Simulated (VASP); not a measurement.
# PbO (P4/nmm) in VASP: a series of runs

The runs below take PbO through single point, with PBEsol, PBE, PBEsol+D3(BJ), PBEsol+D4.

All numbers are computed with VASP 6.6.1; they aren't measurements. Logs are shortened: lines on timing, memory, paths and dates and some standing lists are left out, and cuts for length are marked.

## 1. The cell of the first run

It takes space group P4/nmm (No. 129, tetragonal). The conventional cell has a = 4.016 Å, b = 4.016 Å, c = 5.043 Å, α = 90.00°, β = 90.00°, γ = 90.00°. Within 3.1 Å of Pb (site symmetry 4mm) lie 4 O at 2.34 Å. O (site symmetry -4m2) has 4 Pb at 2.34 Å and 4 O at 2.84 Å within 3.1 Å.

## 2. Single point, PBEsol (20.34 Å³/atom)

INCAR

```
  ALGO = Normal
  EDIFF = 1E-6
  ENCUT = 600
  GGA = PS
  GGA_COMPAT = False
  ISIF = 2
  ISMEAR = -1
  LASPH = True
  LCHARG = False
  LREAL = False
  LWAVE = False
  NBANDS = 28
  NELM = 120
  PREC = Accurate
  SIGMA = 0.05
```

KPOINTS

```
k-points
0
Gamma
  7 7 6
```

POSCAR

```
PbO
1.0
    4.0164246111      0.0000000000      0.0000000000
    0.0000000000      4.0164246111      0.0000000000
    0.0000000000      0.0000000000      5.0431797749
Pb O
2 2
Direct
    0.5000000000      0.0000000000      0.7600000000
    0.0000000000      0.5000000000      0.2400000000
    0.5000000000      0.5000000000      0.0000000000
    0.0000000000      0.0000000000      0.0000000000
```

Potentials or basis: VASP PAW PBE potentials, release 64 (Pb_d, O).

Run with:

```bash
cat potpaw_PBE.64/Pb_d/POTCAR potpaw_PBE.64/O/POTCAR > POTCAR
mpirun -np 1 vasp_std > vasp.out
```

OUTCAR:

```text
EDIFF = 1E-6
   ENCUT = 600
   GGA = PS
   ISIF = 2
   ISMEAR = -1
   LASPH = True
   LREAL = False
   NELM = 120
   PREC = Accurate

 ion  position               nearest neighbor table
   1  0.500  0.000  0.760-   3 2.34   4 2.34   3 2.34   4 2.34   2 3.73   2 3.73   2 3.73   2 3.73
                             2 3.87   2 3.87   2 3.87   2 3.87
   2  0.000  0.500  0.240-   3 2.34   4 2.34   4 2.34   3 2.34   1 3.73   1 3.73   1 3.73   1 3.73
                             1 3.87   1 3.87   1 3.87   1 3.87
   3  0.500  0.500  0.000-   1 2.34   2 2.34   1 2.34   2 2.34
   4  0.000  0.000  0.000-   1 2.34   2 2.34   2 2.34   1 2.34

  LATTYP: Found a simple tetragonal cell.
 ALAT       =     4.0164246111
 C/A-ratio  =     1.2556390978

  Lattice vectors:

 A1 = (   4.0164246111,   0.0000000000,   0.0000000000)
 A2 = (   0.0000000000,   4.0164246111,   0.0000000000)
 A3 = (   0.0000000000,   0.0000000000,   5.0431797749)

Analysis of symmetry for initial positions (statically):
=====================================================================
 Subroutine PRICEL returns:
 Original cell was already a primitive cell.

 Routine SETGRP: Setting up the symmetry group for a
 simple tetragonal supercell.

 Subroutine GETGRP returns: Found 16 space group operations
 (whereof  8 operations were pure point group operations)
 out of a pool of 16 trial point group operations.

The static configuration has the point symmetry D_2d.
 The point group associated with its full space group is D_4h.

Analysis of symmetry for dynamics (positions and initial velocities):
=====================================================================
 Subroutine PRICEL returns:
 Original cell was already a primitive cell.

 Routine SETGRP: Setting up the symmetry group for a
 simple tetragonal supercell.

 Subroutine GETGRP returns: Found 16 space group operations
 (whereof  8 operations were pure point group operations)
 out of a pool of 16 trial point group operations.

The dynamic configuration has the point symmetry D_2d.
 The point group associated with its full space group is D_4h.

 Subroutine INISYM returns: Found 16 space group operations
 (whereof  8 operations are pure point group operations),
 and found     1 'primitive' translations

----------------------------------------------------------------------------------------

                                     Primitive cell

  volume of cell :      81.3549

  direct lattice vectors                    reciprocal lattice vectors
     4.016424611  0.000000000  0.000000000     0.248977660  0.000000000  0.000000000
     0.000000000  4.016424611  0.000000000     0.000000000  0.248977660  0.000000000
     0.000000000  0.000000000  5.043179775     0.000000000  0.000000000  0.198287597

  length of vectors
     4.016424611  4.016424611  5.043179775     0.248977660  0.248977660  0.198287597

  position of ions in fractional coordinates (direct lattice)
     0.500000000  0.000000000  0.760000000
     0.000000000  0.500000000  0.240000000
     0.500000000  0.500000000  0.000000000
     0.000000000  0.000000000  0.000000000

  ion indices of the primitive-cell ions
   primitive index   ion index
                 1           1
                 2           2
                 3           3
                 4           4

----------------------------------------------------------------------------------------

 KPOINTS: k-points

Automatic generation of k-mesh.
 Grid dimensions read from file:
 generate k-points for:    7    7    6

 Generating k-lattice:

  Cartesian coordinates                     Fractional coordinates (reciprocal lattice)
     0.035568237  0.000000000  0.000000000     0.142857143  0.000000000  0.000000000
     0.000000000  0.035568237  0.000000000     0.000000000  0.142857143  0.000000000
     0.000000000  0.000000000  0.033047933     0.000000000  0.000000000  0.166666667

  Length of vectors
     0.035568237  0.035568237  0.033047933

  Shift w.r.t. Gamma in fractional coordinates (k-lattice)
     0.000000000  0.000000000  0.000000000

 Subroutine IBZKPT returns following result:
 ===========================================

 Found     40 irreducible k-points:

 Following reciprocal coordinates:
            Coordinates               Weight
  0.000000  0.000000  0.000000      1.000000
  0.142857  0.000000  0.000000      4.000000
  0.285714  0.000000  0.000000      4.000000
  0.428571  0.000000  0.000000      4.000000
  0.142857  0.142857  0.000000      4.000000
  0.285714  0.142857  0.000000      8.000000
[... 16 lines left out ...]
  0.285714  0.000000  0.333333      8.000000
  0.428571  0.000000  0.333333      8.000000
 [... further k-points ...]
   k-points           NKPTS =     40   k-points in BZ     NKDIM =     40   number of bands    NBANDS=     28
   number of dos      NEDOS =    301   number of ions     NIONS =      4
   total plane-waves  NPLWV =  40960
   dimension x,y,z NGX =    32 NGY =   32 NGZ =   40
[... 32 lines left out ...]
   IMIX   =      4    mixing-type and parameters
     AMIX     =   0.40;   BMIX     =  1.00
     AMIX_MAG =   1.60;   BMIX_MAG =  1.00
  volume/ion in A,a.u.               =      20.34       137.25
  Fermi-wavevector in a.u.,A,eV,Ry     =   1.292112  2.441738 22.715664  1.669554
  Thomas-Fermi vector in A             =   2.423840
   LORBIT       =      0    0 simple, 1 ext, 2 COOP (PROOUT), +10 PAW based schemes
   GGA     = PS    functional components
   LHFCALC =     F    Hartree Fock is set to
   AEXX    =    0.0000 exact exchange contribution
   IVDW    =     0    specifies the selected vdW correction
   LEPSILON=     F    determine dielectric tensor
   LRPA    =     F    only Hartree local field effects (RPA)
 non-spin polarized calculation
  energy-cutoff  :      600.00
  volume of cell :       81.35
 maximum number of plane-waves:      2742
   NGX = 17   NGY = 17   NGZ = 21

 number of electron      40.0000013 magnetization

 Free energy of the ion-electron system (eV)
  ---------------------------------------------------
  ext. energy  EPLUGINS =         0.00000000
  ---------------------------------------------------
  free energy    TOTEN  =       -22.85837740 eV

  energy without entropy =      -22.85837735  energy(sigma->0) =      -22.85837738

 E-fermi :   5.3617     XC(G=0):  -9.9712

 val. band max:        4.6514662328   @ k =   0.0000   0.0000   0.0000
 cond. band min:       6.0479603741   @ k =   0.4286   0.4286   0.0000
 fundamental gap:      1.3964941413
 Fermi energy:         5.3617103991

 k-point     1 :       0.0000    0.0000    0.0000
  band No.  band energies     occupation
      1     -13.3423      2.00000
      2     -12.8649      2.00000
      3     -11.2230      2.00000
      4     -11.2230      2.00000
      5     -11.1672      2.00000
      6     -11.1486      2.00000
[... 20 lines left out ...]
     27      12.0252      0.00000
     28      12.5919      0.00000

 k-point     2 :       0.1429    0.0000    0.0000
  band No.  band energies     occupation
      1     -13.3025      2.00000
      2     -12.8774      2.00000
      3     -11.2135      2.00000
      4     -11.2128      2.00000
      5     -11.1537      2.00000
      6     -11.1376      2.00000
[... 20 lines left out ...]
     27      12.2674      0.00000
     28      13.8050      0.00000

 k-point     3 :       0.2857    0.0000    0.0000
  band No.  band energies     occupation
      1     -13.2045      2.00000
      2     -12.9188      2.00000
      3     -11.1877      2.00000
      4     -11.1849      2.00000
      5     -11.1154      2.00000
      6     -11.1151      2.00000
[... 20 lines left out ...]
     27      12.5951      0.00000
     28      15.8000      0.00000

 k-point     4 :       0.4286    0.0000    0.0000
  band No.  band energies     occupation
      1     -13.0911      2.00000
      2     -12.9917      2.00000
      3     -11.1529      2.00000
      4     -11.1503      2.00000
      5     -11.1217      2.00000
      6     -11.1197      2.00000
[... 578 lines left out ...]
     27      13.1415      0.00000
     28      13.9754      0.00000

 k-point    23 :       0.2857    0.0000    0.3333
  band No.  band energies     occupation
      1     -13.2036      2.00000
      2     -12.9175      2.00000
      3     -11.1922      2.00000
      4     -11.1575      2.00000
      5     -11.1325      2.00000
      6     -11.1248      2.00000
[... 20 lines left out ...]
     27      13.4371      0.00000
     28      15.3709      0.00000

 k-point    24 :       0.4286    0.0000    0.3333
  band No.  band energies     occupation
      1     -13.0989      2.00000
      2     -12.9985      2.00000
      3     -11.1874      2.00000
      4     -11.1673      2.00000
      5     -11.1366      2.00000
      6     -11.1210      2.00000
[... 20 lines left out ...]
     27      13.8392      0.00000
     28      14.5720      0.00000

 [... further k-points ...]

------------------------ aborting loop because EDIFF is reached ----------------------------------------

  FORCE on cell =-STRESS in cart. coord.  units (eV):
  Direction    XX          YY          ZZ          XY          YZ          ZX
  --------------------------------------------------------------------------------------
  -------------------------------------------------------------------------------------
  Total       -1.1814920     -1.1814920     -1.2498723      0.0000000     -0.0000000      0.0000000
  in kB      -23.2679262    -23.2679262    -24.6145858      0.0000000     -0.0000000      0.0000000
  external PRESSURE =     -23.7168127 kB  Pullay stress =       0.0000000 kB

 VOLUME and BASIS-vectors are now :
 -----------------------------------------------------------------------------
  energy-cutoff  :      600.00
  volume of cell :       81.35
      direct lattice vectors                 reciprocal lattice vectors
     4.016424611  0.000000000  0.000000000     0.248977660  0.000000000  0.000000000
     0.000000000  4.016424611  0.000000000     0.000000000  0.248977660  0.000000000
     0.000000000  0.000000000  5.043179775     0.000000000  0.000000000  0.198287597

 POSITION                                       TOTAL-FORCE (eV/Angst)
 -----------------------------------------------------------------------------------
      2.00821      0.00000      3.83282        -0.000000      0.000000      0.536571
      0.00000      2.00821      1.21036         0.000000     -0.000000     -0.536571
      2.00821      2.00821      0.00000         0.000000     -0.000000      0.000000
      0.00000      0.00000      0.00000        -0.000000      0.000000      0.000000
 -----------------------------------------------------------------------------------
    total drift:                                0.000000     -0.000000     -0.000000

  FREE ENERGIE OF THE ION-ELECTRON SYSTEM (eV)
  ---------------------------------------------------
  free  energy   TOTEN  =       -22.8583774031 eV

  energy  without entropy=      -22.8583773478  energy(sigma->0) =      -22.85837738
```

Run time: 90 s. Hardware: 1 thread of Intel Xeon 8259CL, shared host; peak memory 0.25 GiB.

Results:

| Item | Value |
| --- | --- |
| Free energy | -22.8584 eV |
| Pressure | -2.4 GPa |
| Largest force | 0.537 eV/Å |
| Band gap on the k mesh | 1.40 eV (least direct gap 2.26 eV) |

Forces on the atoms (eV/Å):
```
Pb   0.000  0.000  0.537
Pb   0.000  0.000 -0.537
O    0.000  0.000  0.000
O    0.000  0.000  0.000
```

Caveat: the PAW data sets were made with another functional, which shifts forces and pressure a little; spin-orbit coupling is left out, which moves the levels of the heavy elements; an odd mesh through Γ misses points on the zone boundary, where band edges can lie.

## 3. Single point, PBE

This run uses another cell than the first one, of 19.94 Å³/atom.

INCAR

```
SYSTEM = PbO
PREC = Accurate
ENCUT = 600
EDIFF = 1E-6
ISMEAR = 0
SIGMA = 0.01
LREAL = .False.
LASPH = .True.
NELM = 120
ALGO = Normal
ISIF = 2
LWAVE = .False.
LCHARG = .False.
GGA = PE
NBANDS = 28
GGA_COMPAT = .False.
```

KPOINTS

```
Automatic mesh
0
Gamma
  4 4 4
  0 0 0
```

POSCAR

```
PbO
1.0
    3.9900000000      0.0000000000      0.0000000000
    0.0000000000      3.9900000000      0.0000000000
    0.0000000000      0.0000000000      5.0100000000
Pb O
2 2
Direct
    0.5000000000      0.0000000000      0.7600000000
    0.0000000000      0.5000000000      0.2400000000
    0.5000000000      0.5000000000      0.0000000000
    0.0000000000      0.0000000000      0.0000000000
```

Potentials or basis: VASP PAW PBE potentials, release 64 (Pb_d, O).

Run with:

```bash
cat potpaw_PBE.64/Pb_d/POTCAR potpaw_PBE.64/O/POTCAR > POTCAR
mpirun -np 1 vasp_std > vasp.out
```

Run time: 58 s. Hardware: 1 thread of Intel Xeon 8259CL, shared host; peak memory 0.21 GiB.

It converged, with:

* Free energy: -21.4368 eV
* Pressure: 3.0 GPa
* Largest force: 0.023 eV/Å
* Band gap on the k mesh: 1.16 eV (least direct gap 2.11 eV)

Forces on the atoms (eV/Å):
```
Pb   0.000  0.000 -0.023
Pb   0.000  0.000  0.023
O    0.000  0.000  0.000
O    0.000  0.000  0.000
```

Stress tensor (GPa, compression positive):
```
3.43 0.00 0.00
0.00 3.43 0.00
0.00 0.00 2.26
```

Levels at points of the mesh, in eV from the valence-band top:
| k point | band 17 | band 18 | band 19 | band 20 | band 21 | band 22 | band 23 | band 24 |
| --- | --- | --- | --- | --- | --- | --- | --- | --- |
| (0.00, 0.00, 0.00) | -1.64 | -1.56 | -1.56 | 0.00 | 2.42 | 5.55 | 5.55 | 5.60 |
| (0.50, 0.00, 0.00) | -2.90 | -2.90 | -1.64 | -1.64 | 3.39 | 3.39 | 6.62 | 6.62 |
| (0.50, 0.50, 0.00) | -1.66 | -1.66 | -0.95 | -0.95 | 1.16 | 1.16 | 5.26 | 5.26 |
| (0.00, 0.00, 0.50) | -1.69 | -1.59 | -1.59 | -0.93 | 2.04 | 3.95 | 3.95 | 4.24 |
| (0.50, 0.00, 0.50) | -2.86 | -2.86 | -0.97 | -0.97 | 3.08 | 3.08 | 6.25 | 6.25 |
| (0.50, 0.50, 0.50) | -2.25 | -2.25 | -0.95 | -0.95 | 3.42 | 3.42 | 4.77 | 4.77 |

Caveat: the cell stands under pressure; spin-orbit coupling is left out, which moves the levels of the heavy elements.

## 4. Single point, PBEsol+D3(BJ)

This run uses another cell than the first one, of 18.54 Å³/atom.

INCAR

```
PREC = Accurate
ENCUT = 600
EDIFF = 1E-6
ISMEAR = -1
SIGMA = 0.05
LREAL = False
LASPH = True
NELM = 120
ALGO = Normal
ISIF = 2
LWAVE = False
LCHARG = True
GGA = PS
IVDW = 12
LELF = True
LVHAR = True
NBANDS = 28
GGA_COMPAT = False
```

KPOINTS

```
regular mesh
0
Gamma
  7 7 6
```

POSCAR

```
PbO
1.0
    3.9691109635      0.0000000000      0.0000000000
    0.0000000000      3.9691109635      0.0000000000
    0.0000000000      0.0000000000      4.7080283507
Pb O
2 2
Direct
    0.5000000000      0.0000000000      0.7494393725
    0.0000000000      0.5000000000      0.2505606275
    0.5000000000      0.5000000000      0.0000000000
    0.0000000000      0.0000000000      0.0000000000
```

Run with:

```bash
cat potpaw_PBE.64/Pb_d/POTCAR potpaw_PBE.64/O/POTCAR > POTCAR
mpirun -np 1 vasp_std > vasp.out
```

Wall time 2 min (1 thread of Intel Xeon 8259CL, shared host); peak memory 0.25 GiB.

Results (log left out):

- Free energy: -23.8358 eV
- Pressure: 0.1 GPa
- Largest force: 0.042 eV/Å
- Band gap on the k mesh: 1.20 eV (least direct gap 2.28 eV)
- Dispersion energy per atom: -0.250 eV

Forces in eV/Å, atoms in the order of the input:
```
Pb   0.000  0.000 -0.042
Pb   0.000  0.000  0.042
O    0.000  0.000  0.000
O    0.000  0.000  0.000
```

Levels at points of the mesh, in eV from the valence-band top:
| k point | band 18 | band 19 | band 20 | band 21 | band 22 | band 23 |
| --- | --- | --- | --- | --- | --- | --- |
| (0.00, 0.00, 0.00) | -1.70 | -1.70 | -0.03 | 2.71 | 5.46 | 5.46 |
| (0.00, 0.00, 0.50) | -1.74 | -1.74 | -0.81 | 1.96 | 3.66 | 3.66 |

Caveat: the PAW data sets were made with another functional, which shifts forces and pressure a little; spin-orbit coupling is left out, which moves the levels of the heavy elements; an odd mesh through Γ misses points on the zone boundary, where band edges can lie. PBEsol gaps usually lie below the measured ones, often by a third to a half.

## 5. Single point, PBEsol+D4

This run uses another cell than the first one, of 19.08 Å³/atom.

INCAR

```
ALGO = Normal ; EDIFF = 1E-6
ENCUT = 600 ; GGA = PS
GGA_COMPAT = F ; ISIF = 2
ISMEAR = -1 ; IVDW = 13
LASPH = T ; LCHARG = T
LELF = T ; LREAL = F
LVHAR = T ; LWAVE = F
NBANDS = 28 ; NELM = 120
PREC = Accurate ; SIGMA = 0.05
```

KPOINTS

```
k-points
0
Gamma
  7 7 6
```

POSCAR

```
PbO
1.0
    3.9778642342      0.0000000000      0.0000000000
    0.0000000000      3.9778642342      0.0000000000
    0.0000000000      0.0000000000      4.8229412713
Pb O
2 2
Direct
    0.5000000000      0.0000000000      0.7551627053
    0.0000000000      0.5000000000      0.2448372947
    0.5000000000      0.5000000000      0.0000000000
    0.0000000000      0.0000000000      0.0000000000
```

Run with:

```bash
cat potpaw_PBE.64/Pb_d/POTCAR potpaw_PBE.64/O/POTCAR > POTCAR
mpirun -np 1 vasp_std > vasp.out
```

Run time: 2.1 min. Hardware: 1 thread of Intel Xeon 8259CL, shared host; peak memory 0.24 GiB.

Results (log left out):

```yaml
Free_energy: -23.5275 eV
Pressure: 0.1 GPa
Largest_force: 0.044 eV/Å
Band_gap_on_the_k_mesh: 1.29 eV (least direct gap 2.37 eV)
Dispersion_energy_per_atom: -0.167 eV
```

Forces in eV/Å, atoms in the order of the input:
```
Pb   0.000  0.000 -0.044
Pb   0.000  0.000  0.044
O    0.000  0.000  0.000
O    0.000  0.000  0.000
```

Levels at points of the mesh, in eV from the valence-band top:
```
           k point  band 18  band 19  band 20  band 21  band 22  band 23
(0.00, 0.00, 0.00)    -1.69    -1.69    -0.02     2.54     5.52     5.52
(0.00, 0.00, 0.50)    -1.72    -1.72    -0.85     1.91     3.79     3.79
```

Caveat: the PAW data sets were made with another functional, which shifts forces and pressure a little; spin-orbit coupling is left out, which moves the levels of the heavy elements; an odd mesh through Γ misses points on the zone boundary, where band edges can lie.

## 6. The runs side by side

```tsv
level	cell	k mesh	smearing	gap on the mesh (eV)	pressure (GPa)	largest force (eV/Å)
PBEsol	a = 4.016, b = 4.016, c = 5.043 Å, 4 atoms, atomic positions A	7 × 7 × 6	fermi-dirac 0.05 eV	1.40	-2.4	0.54
PBE	a = 3.990, b = 3.990, c = 5.010 Å, 4 atoms, atomic positions A	4 × 4 × 4	gaussian 0.01 eV	1.16	3.0	0.02
PBEsol+D3(BJ)	a = 3.969, b = 3.969, c = 4.708 Å, 4 atoms, atomic positions B	7 × 7 × 6	fermi-dirac 0.05 eV	1.20	0.1	0.04
PBEsol+D4	a = 3.978, b = 3.978, c = 4.823 Å, 4 atoms, atomic positions C	7 × 7 × 6	fermi-dirac 0.05 eV	1.29	0.1	0.04
```

Alike in all rows: task single point; potentials or basis VASP PAW PBE potentials, release 64 (Pb_d, O); no spin polarisation; cutoff (eV) 600.

Caveats: spin-orbit coupling is left out, which moves the levels of the heavy elements; the PAW data sets were made with another functional, which shifts forces and pressure a little (at least some runs); an odd mesh through Γ misses points on the zone boundary, where band edges can lie (at least some runs); the cell stands under pressure (at least some runs).

Absolute energies hang on the potentials; compare differences alone.
